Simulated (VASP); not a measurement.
Runs of VASP 6.6.1 on LiF (Griceite). The structure is that of space group Fm-3m (No. 225), or close to it. The cells are those of the table. 

| cell | gap on the mesh (eV) |
| --- | --- |
| a = 2.790 Å, angles 60.0°, 2 atoms | 9.66 |
| a = 2.876 Å, angles 60.0°, 2 atoms | 8.83 |
| a = 2.904 Å, angles 60.0°, 2 atoms | (b) |
| a = 2.819 Å, angles 60.0°, 2 atoms | 9.37 |
| a = 2.848 Å, angles 60.0°, 2 atoms | (a) |

Alike in all rows: task single point; level PBE; potentials or basis VASP PAW PBE potentials, release 64 (Li_sv, F); no spin polarisation; k mesh 8 × 8 × 8; cutoff (eV) 520; smearing gaussian 0.01 eV.

**Question.** Estimate the missing entries.

**Answer.** (a) 9.09; (b) 8.59.

A k mesh can miss the band edges.
